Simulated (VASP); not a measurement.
# TiO (P6_3/mmc) in VASP: notebook

TiO is run at these levels: r2SCAN; tasks: single point.

All numbers are computed with VASP 6.6.1; they aren't measurements. Logs are shortened: lines on timing, memory, paths and dates and some standing lists are left out, and cuts for length are marked.

## Step 1: The cell of the first run

It takes space group P6_3/mmc (No. 194, hexagonal). The conventional cell has a = 2.855 Å, b = 2.855 Å, c = 5.593 Å, α = 90.00°, β = 90.00°, γ = 120.00°. Within 2.9 Å of Ti (site symmetry -6m2) lie 6 O at 2.16 Å and 6 Ti at 2.86 Å. Within 2.9 Å of O (site symmetry -3m) lie 6 Ti at 2.16 Å and 8 O at 2.80 to 2.86 Å.

## Step 2: Single point, r2SCAN (9.87 Å³/atom)

File POSCAR:

```
TiO
1.0
    2.8550774358      0.0000000000      0.0000000000
   -1.4275387179      2.4725695892      0.0000000000
    0.0000000000      0.0000000000      5.5930374782
Ti O
2 2
Direct
    0.3333333333      0.6666666667      0.2500000000
    0.6666666667      0.3333333333      0.7500000000
    0.0000000000      0.0000000000      0.0000000000
    0.0000000000      0.0000000000      0.5000000000
```

File INCAR.step1:

```
ALGO = Normal
EDIFF = 1E-4
ENCUT = 520
GGA = PE
ISMEAR = 0
LASPH = True
LCHARG = False
LREAL = False
LWAVE = True
NBANDS = 26
NELM = 80
PREC = Accurate
SIGMA = 0.1
```

File INCAR.step2:

```
ALGO = Normal
EDIFF = 1E-6
ENCUT = 520
ISIF = 2
ISMEAR = 0
ISTART = 1
LASPH = True
LCHARG = False
LMIXTAU = True
LREAL = False
LWAVE = False
METAGGA = R2SCAN
NBANDS = 26
NELM = 80
PREC = Accurate
SIGMA = 0.1
```

File KPOINTS:

```
k-points
0
Gamma
  18 18 8
```

Potentials or basis: VASP PAW PBE potentials, release 64 (Ti_sv, O).

The run is started by

```
$ cat potpaw_PBE.64/Ti_sv/POTCAR potpaw_PBE.64/O/POTCAR > POTCAR
$ cp INCAR.step1 INCAR
$ mpirun -np 1 vasp_std > vasp.out
$ cp INCAR.step2 INCAR
$ mpirun -np 1 vasp_std > vasp.out
```

OUTCAR:

```text
EDIFF = 1E-6
   ENCUT = 520
   ISIF = 2
   ISMEAR = 0
   ISTART = 1
   LASPH = True
   LREAL = False
   METAGGA = R2SCAN
   NELM = 80
   PREC = Accurate

 ion  position               nearest neighbor table
   1  0.333  0.667  0.250-   3 2.16   4 2.16   3 2.16   4 2.16   3 2.16   4 2.16
   2  0.667  0.333  0.750-   3 2.16   4 2.16   3 2.16   4 2.16   3 2.16   4 2.16
   3  0.000  0.000  0.000-   1 2.16   2 2.16   2 2.16   1 2.16   2 2.16   1 2.16
   4  0.000  0.000  0.500-   1 2.16   2 2.16   2 2.16   1 2.16   2 2.16   1 2.16

  LATTYP: Found a hexagonal cell.
 ALAT       =     2.8550774358
 C/A-ratio  =     1.9589792585

  Lattice vectors:

 A1 = (   2.8550774358,   0.0000000000,   0.0000000000)
 A2 = (  -1.4275387179,   2.4725695892,   0.0000000000)
 A3 = (   0.0000000000,   0.0000000000,   5.5930374782)

Analysis of symmetry for initial positions (statically):
=====================================================================
 Subroutine PRICEL returns:
 Original cell was already a primitive cell.

 Routine SETGRP: Setting up the symmetry group for a
 hexagonal supercell.

 Subroutine GETGRP returns: Found 24 space group operations
 (whereof 12 operations were pure point group operations)
 out of a pool of 24 trial point group operations.

The static configuration has the point symmetry D_3d.
 The point group associated with its full space group is D_6h.

Analysis of symmetry for dynamics (positions and initial velocities):
=====================================================================
 Subroutine PRICEL returns:
 Original cell was already a primitive cell.

 Routine SETGRP: Setting up the symmetry group for a
 hexagonal supercell.

 Subroutine GETGRP returns: Found 24 space group operations
 (whereof 12 operations were pure point group operations)
 out of a pool of 24 trial point group operations.

The dynamic configuration has the point symmetry D_3d.
 The point group associated with its full space group is D_6h.

 Subroutine INISYM returns: Found 24 space group operations
 (whereof 12 operations are pure point group operations),
 and found     1 'primitive' translations

----------------------------------------------------------------------------------------

                                     Primitive cell

  volume of cell :      39.4834

  direct lattice vectors                    reciprocal lattice vectors
     2.855077436  0.000000000  0.000000000     0.350253197  0.202218778  0.000000000
    -1.427538718  2.472569589  0.000000000     0.000000000  0.404437555  0.000000000
     0.000000000  0.000000000  5.593037478     0.000000000  0.000000000  0.178793724

  length of vectors
     2.855077436  2.855077436  5.593037478     0.404437555  0.404437555  0.178793724

  position of ions in fractional coordinates (direct lattice)
     0.333333333  0.666666667  0.250000000
     0.666666667  0.333333333  0.750000000
     0.000000000  0.000000000  0.000000000
     0.000000000  0.000000000  0.500000000

  ion indices of the primitive-cell ions
   primitive index   ion index
                 1           1
                 2           2
                 3           3
                 4           4

----------------------------------------------------------------------------------------

 KPOINTS: k-points

Automatic generation of k-mesh.
 Grid dimensions read from file:
 generate k-points for:   18   18    8

 Generating k-lattice:

  Cartesian coordinates                     Fractional coordinates (reciprocal lattice)
     0.019458511  0.011234377  0.000000000     0.055555556  0.000000000  0.000000000
     0.000000000  0.022468753  0.000000000     0.000000000  0.055555556  0.000000000
     0.000000000  0.000000000  0.022349216     0.000000000  0.000000000  0.125000000

  Length of vectors
     0.022468753  0.022468753  0.022349216

  Shift w.r.t. Gamma in fractional coordinates (k-lattice)
     0.000000000  0.000000000  0.000000000

 Subroutine IBZKPT returns following result:
 ===========================================

 Found    185 irreducible k-points:

 Following reciprocal coordinates:
            Coordinates               Weight
  0.000000  0.000000  0.000000      1.000000
  0.055556  0.000000  0.000000      6.000000
  0.111111  0.000000  0.000000      6.000000
  0.166667  0.000000  0.000000      6.000000
  0.222222  0.000000  0.000000      6.000000
  0.277778  0.000000  0.000000      6.000000
[... 16 lines left out ...]
  0.333333  0.111111  0.000000     12.000000
  0.388889  0.111111  0.000000     12.000000
 [... further k-points ...]
   k-points           NKPTS =    185   k-points in BZ     NKDIM =    185   number of bands    NBANDS=     26
   number of dos      NEDOS =    301   number of ions     NIONS =      4
   total plane-waves  NPLWV =  24192
   dimension x,y,z NGX =    24 NGY =   24 NGZ =   42
   dimension x,y,z NGXF=    48 NGYF=   48 NGZF=   84
   ions per type =               2   2
   NGX,Y,Z   is equivalent  to a cutoff of  13.97, 13.97, 12.48 a.u.
   NGXF,Y,Z  is equivalent  to a cutoff of  27.95, 27.95, 24.97 a.u.
 SYSTEM =  unknown system
   PREC   = accura    normal or accurate (medium, high low for compatibility)
   ISTART =      1    job   : 0-new  1-cont  2-samecut
   ICHARG =      0    charge: 1-file 2-atom 10-const
   ISPIN  =      1    spin polarized calculation?
   LNONCOLLINEAR =      F non collinear calculations
   LSORBIT =      F    spin-orbit coupling
   LASPH  =      T    aspherical Exc in radial PAW
   ENCUT  =  520.0 eV  38.22 Ry    6.18 a.u.   5.31  5.31 10.40*2*pi/ulx,y,z
   NELM   =     80;   NELMIN=  2; NELMDL=  0     # of ELM steps
   EDIFF  = 0.1E-05   stopping-criterion for ELM
   LREAL  =      F    real-space projection
   EDIFFG = 0.1E-04   stopping-criterion for IOM
   NSW    =      0    number of steps for IOM
   IBRION =     -1    ionic relax: 0-MD 1-quasi-New 2-CG
   NFREE  =      0    steps in history (QN), initial steepest desc. (CG)
   ISIF   =      2    stress and relaxation
   ISYM   =      2    0-nonsym 1-usesym 2-fastsym
   POTIM  = 0.5000    time-step for ionic-motion
   TEBEG  =    0.0;   TEEND  =   0.0 temperature during run
   PSTRESS=    0.0 pullay stress
   NELECT =      36.0000    total number of electrons
   NUPDOWN=      -1.0000    fix difference up-down
   EMIN   =  10.00;   EMAX   =-10.00  energy-range for DOS
   EFERMI =   0.00;   METHOD = LEGACY
   ISMEAR =     0;   SIGMA  =   0.10  broadening in eV -4-tet -1-fermi 0-gaus
   EFERMI_NEDOS =   21; number of points for ismear=-14 and -15
   IALGO  =     38    algorithm
   IMIX   =      4    mixing-type and parameters
     AMIX     =   0.40;   BMIX     =  1.00
     AMIX_MAG =   1.60;   BMIX_MAG =  1.00
  volume/ion in A,a.u.               =       9.87        66.61
  Fermi-wavevector in a.u.,A,eV,Ry     =   1.587465  2.999875 34.287315  2.520047
  Thomas-Fermi vector in A             =   2.686619
   LORBIT       =      0    0 simple, 1 ext, 2 COOP (PROOUT), +10 PAW based schemes
   METAGGA = R2SCAN    functional components
   LHFCALC =     F    Hartree Fock is set to
   AEXX    =    0.0000 exact exchange contribution
   IVDW    =     0    specifies the selected vdW correction
   LEPSILON=     F    determine dielectric tensor
   LRPA    =     F    only Hartree local field effects (RPA)
 non-spin polarized calculation
 Gauss-broadening in eV      SIGMA  =   0.10
  energy-cutoff  :      520.00
  volume of cell :       39.48
 maximum number of plane-waves:      1077
 NGX is ok and might be reduce to    24
   NGX = 11   NGY = 11   NGZ = 21

 number of electron      35.9999992 magnetization

 Free energy of the ion-electron system (eV)
  ---------------------------------------------------
  ext. energy  EPLUGINS =         0.00000000
  ---------------------------------------------------
  free energy    TOTEN  =       -48.63581731 eV

  energy without entropy =      -48.63431975  energy(sigma->0) =      -48.63506853

 E-fermi :  11.2237     XC(G=0): -13.5479

 val. band max:       11.2187434143   @ k =   0.0556   0.0000   0.0000
 cond. band min:      11.2813820392   @ k =   0.0556   0.0000   0.1250
 fundamental gap:      0.0626386249
 Fermi energy:        11.2237323361

 k-point     1 :       0.0000    0.0000    0.0000
  band No.  band energies     occupation
      1     -48.9577      2.00000
      2     -48.9172      2.00000
      3     -24.6237      2.00000
      4     -24.1629      2.00000
      5     -23.7970      2.00000
      6     -23.7970      2.00000
[... 18 lines left out ...]
     25      13.1189      0.00000
     26      14.4465      0.00000

 k-point     2 :       0.0556    0.0000    0.0000
  band No.  band energies     occupation
      1     -48.9540      2.00000
      2     -48.9142      2.00000
      3     -24.6145      2.00000
      4     -24.1612      2.00000
      5     -23.8200      2.00000
      6     -23.8073      2.00000
[... 18 lines left out ...]
     25      13.1369      0.00000
     26      14.3110      0.00000

 k-point     3 :       0.1111    0.0000    0.0000
  band No.  band energies     occupation
      1     -48.9436      2.00000
      2     -48.9055      2.00000
      3     -24.5876      2.00000
      4     -24.1566      2.00000
      5     -23.8887      2.00000
      6     -23.8686      2.00000
[... 18 lines left out ...]
     25      13.5802      0.00000
     26      13.9919      0.00000

 k-point     4 :       0.1667    0.0000    0.0000
  band No.  band energies     occupation
      1     -48.9275      2.00000
      2     -48.8922      2.00000
      3     -24.5456      2.00000
      4     -24.1501      2.00000
      5     -23.9952      2.00000
      6     -23.9587      2.00000
[... 18 lines left out ...]
     25      13.6266      0.00000
     26      14.3052      0.00000
[... 496 lines left out ...]
      1     -48.8598      2.00000
      2     -48.8387      2.00000
      3     -24.3774      2.00000
      4     -24.3574      2.00000
      5     -24.2869      2.00000
      6     -24.1372      2.00000
[... 18 lines left out ...]
     25      14.3533      0.00000
     26      14.6617      0.00000

 k-point    23 :       0.3333    0.1111    0.0000
  band No.  band energies     occupation
      1     -48.8434      2.00000
      2     -48.8271      2.00000
      3     -24.4648      2.00000
      4     -24.3580      2.00000
      5     -24.3051      2.00000
      6     -24.1426      2.00000
[... 18 lines left out ...]
     25      14.6419      0.00000
     26      14.8149      0.00000

 k-point    24 :       0.3889    0.1111    0.0000
  band No.  band energies     occupation
      1     -48.8322      2.00000
      2     -48.8200      2.00000
      3     -24.5212      2.00000
      4     -24.4042      2.00000
      5     -24.2646      2.00000
      6     -24.1523      2.00000
[... 18 lines left out ...]
     25      14.7941      0.00000
     26      14.9686      0.00000

 [... further k-points ...]

------------------------ aborting loop because EDIFF is reached ----------------------------------------

  FORCE on cell =-STRESS in cart. coord.  units (eV):
  Direction    XX          YY          ZZ          XY          YZ          ZX
  --------------------------------------------------------------------------------------
  -------------------------------------------------------------------------------------
  Total       -1.3323294     -1.3323294     -1.2352271      0.0000000      0.0000000     -0.0000000
  in kB      -54.0639840    -54.0639840    -50.1237142      0.0000000      0.0000000     -0.0000000
  external PRESSURE =     -52.7505607 kB  Pullay stress =       0.0000000 kB

 VOLUME and BASIS-vectors are now :
 -----------------------------------------------------------------------------
  energy-cutoff  :      520.00
  volume of cell :       39.48
      direct lattice vectors                 reciprocal lattice vectors
     2.855077436  0.000000000  0.000000000     0.350253197  0.202218778  0.000000000
    -1.427538718  2.472569589  0.000000000     0.000000000  0.404437555  0.000000000
     0.000000000  0.000000000  5.593037478     0.000000000  0.000000000  0.178793724

 POSITION                                       TOTAL-FORCE (eV/Angst)
 -----------------------------------------------------------------------------------
     -0.00000      1.64838      1.39826         0.000000      0.000000      0.000000
      1.42754      0.82419      4.19478        -0.000000      0.000000      0.000000
      0.00000      0.00000      0.00000         0.000000     -0.000000      0.000000
      0.00000      0.00000      2.79652         0.000000     -0.000000      0.000000
 -----------------------------------------------------------------------------------
    total drift:                               -0.000000      0.000000     -0.000000

  FREE ENERGIE OF THE ION-ELECTRON SYSTEM (eV)
  ---------------------------------------------------
  free  energy   TOTEN  =       -48.6358173068 eV

  energy  without entropy=      -48.6343197543  energy(sigma->0) =      -48.63506853
```

Wall time 16 min (1 thread of Intel Xeon 8259CL, shared host); peak memory 0.29 GiB.

What came out:

* Free energy: -48.6358 eV
* Pressure: -5.3 GPa
* Band gap on the k mesh: zero (bands 18 and 19 overlap by 0.02 eV)

Levels at points of the mesh, in eV from the Fermi level:
```csv
k point,band 14,band 15,band 16,band 17,band 18,band 19,band 20,band 21,band 22,band 23
"(0.00, 0.00, 0.00)",-5.58,-5.58,-5.58,-2.09,-0.07,-0.07,-0.02,1.18,1.18,1.64
"(0.50, 0.00, 0.00)",-6.90,-6.10,-5.76,-2.75,-0.10,1.03,1.76,2.07,2.42,2.79
"(0.00, 0.00, 0.50)",-5.85,-5.85,-5.85,-0.65,-0.65,0.78,0.78,0.78,0.78,2.29
"(0.50, 0.00, 0.50)",-7.53,-6.37,-6.37,-1.38,-1.38,2.14,2.14,2.35,2.35,2.40
```

Caveat: the cell stands under tension; the PAW data sets were made with another functional, which shifts forces and pressure a little; semilocal functionals often make such compounds metallic where correlation or magnetic order opens a gap, which also shifts bond lengths.

## Step 3: Single point, r2SCAN (10.16 Å³/atom)

This run uses another cell than the first one, of 10.16 Å³/atom.

File POSCAR:

```
TiO
1.0
    2.8832495820      0.0000000000      0.0000000000
   -1.4416247910      2.4969673834      0.0000000000
    0.0000000000      0.0000000000      5.6440087460
Ti O
2 2
Direct
    0.3333333333      0.6666666667      0.2500000000
    0.6666666667      0.3333333333      0.7500000000
    0.0000000000      0.0000000000      0.0000000000
    0.0000000000      0.0000000000      0.5000000000
```

File INCAR.step1:

```
PREC     = Accurate       # precision mode
ENCUT    = 520            # plane-wave cutoff, eV
ISMEAR   = 0              # smearing method
SIGMA    = 0.1            # smearing width, eV
LREAL    = False          # projectors in reciprocal space
LASPH    = True           # aspherical terms in the spheres
NELM     = 80             # most SCF steps
NBANDS   = 26             # bands
GGA      = PE             # functional
ALGO     = Normal         # electronic algorithm
EDIFF    = 1E-4           # SCF threshold, eV
LWAVE    = True           # write WAVECAR
LCHARG   = False          # write CHGCAR
```

File INCAR.step2:

```
PREC     = Accurate       # precision mode
ENCUT    = 520            # plane-wave cutoff, eV
EDIFF    = 1E-7           # SCF threshold, eV
ISMEAR   = 0              # smearing method
SIGMA    = 0.1            # smearing width, eV
LREAL    = False          # projectors in reciprocal space
LASPH    = True           # aspherical terms in the spheres
NELM     = 80             # most SCF steps
ALGO     = Normal         # electronic algorithm
ISIF     = 2              # what is computed and relaxed
LWAVE    = False          # write WAVECAR
LCHARG   = True           # write CHGCAR
METAGGA  = R2SCAN         # meta-GGA
LMIXTAU  = True         
LELF     = True           # ELF
LVHAR    = True         
NBANDS   = 26             # bands
ISTART   = 1
```

File KPOINTS:

```
Automatic mesh
0
Gamma
  18 18 8
```

Potentials or basis: VASP PAW PBE potentials, release 64 (Ti_sv, O).

The run is started by

```
$ cat potpaw_PBE.64/Ti_sv/POTCAR potpaw_PBE.64/O/POTCAR > POTCAR
$ cp INCAR.step1 INCAR
$ mpirun -np 1 vasp_std > vasp.out
$ cp INCAR.step2 INCAR
$ mpirun -np 1 vasp_std > vasp.out
```

OUTCAR:

```text
PREC = Accurate
   ENCUT = 520
   EDIFF = 1E-7
   ISMEAR = 0
   LREAL = False
   LASPH = True
   NELM = 80
   ISIF = 2
   METAGGA = R2SCAN
   ISTART = 1

 ion  position               nearest neighbor table
   1  0.333  0.667  0.250-   3 2.18   4 2.18   3 2.18   4 2.18   3 2.18   4 2.18
   2  0.667  0.333  0.750-   3 2.18   4 2.18   3 2.18   4 2.18   3 2.18   4 2.18
   3  0.000  0.000  0.000-   1 2.18   2 2.18   1 2.18   2 2.18   2 2.18   1 2.18
   4  0.000  0.000  0.500-   1 2.18   2 2.18   1 2.18   2 2.18   2 2.18   1 2.18

[... 899 lines left out ...]
  Direction    XX          YY          ZZ          XY          YZ          ZX
  --------------------------------------------------------------------------------------
  -------------------------------------------------------------------------------------
  Total       -2.9080424     -2.9080424     -2.8159996      0.0000000      0.0000000      0.0000000
  in kB     -114.6643812   -114.6643812   -111.0351269      0.0000000      0.0000000      0.0000000
  external PRESSURE =    -113.4546298 kB  Pullay stress =       0.0000000 kB

 VOLUME and BASIS-vectors are now :
 -----------------------------------------------------------------------------
  energy-cutoff  :      520.00
  volume of cell :       40.63
      direct lattice vectors                 reciprocal lattice vectors
     2.883249582  0.000000000  0.000000000     0.346830884  0.200242904  0.000000000
    -1.441624791  2.496967383  0.000000000     0.000000000  0.400485808  0.000000000
     0.000000000  0.000000000  5.644008746     0.000000000  0.000000000  0.177179031

 POSITION                                       TOTAL-FORCE (eV/Angst)
 -----------------------------------------------------------------------------------
     -0.00000      1.66464      1.41100        -0.000000      0.000000      0.000000
      1.44162      0.83232      4.23301         0.000000     -0.000000      0.000000
      0.00000      0.00000      0.00000        -0.000000      0.000000      0.000000
      0.00000      0.00000      2.82200        -0.000000      0.000000      0.000000
 -----------------------------------------------------------------------------------
    total drift:                               -0.000000      0.000000     -0.000000

  FREE ENERGIE OF THE ION-ELECTRON SYSTEM (eV)
  ---------------------------------------------------
  free  energy   TOTEN  =       -48.5775159314 eV

  energy  without entropy=      -48.5761035814  energy(sigma->0) =      -48.57680976
```

OUTCAR.step1:

```text
PREC = Accurate
   ENCUT = 520
   ISMEAR = 0
   LREAL = False
   LASPH = True
[... 927 lines left out ...]
     -0.00000      1.66464      1.41100        -0.000000      0.000000      0.000000
      1.44162      0.83232      4.23301         0.000000     -0.000000      0.000000
      0.00000      0.00000      0.00000         0.000000      0.000000      0.000000
      0.00000      0.00000      2.82200         0.000000      0.000000      0.000000
 -----------------------------------------------------------------------------------
    total drift:                               -0.000000      0.000000     -0.000000

  FREE ENERGIE OF THE ION-ELECTRON SYSTEM (eV)
  ---------------------------------------------------
  free  energy   TOTEN  =       -35.2832301442 eV

  energy  without entropy=      -35.2801199507  energy(sigma->0) =      -35.28167505
```

It took 19 min on 1 thread of Intel Xeon 8259CL, shared host; peak memory 0.3 GiB.

What came out:

```yaml
Free_energy: -48.5775 eV
Pressure: -11.3 GPa
Band_gap_on_the_k_mesh: zero (filled and empty bands touch)
```

Caveat: the cell stands under tension; the PAW data sets were made with another functional, which shifts forces and pressure a little; semilocal functionals often make such compounds metallic where correlation or magnetic order opens a gap, which also shifts bond lengths.

The gap in the log of VASP goes by the Fermi energy; the results here count the filled bands.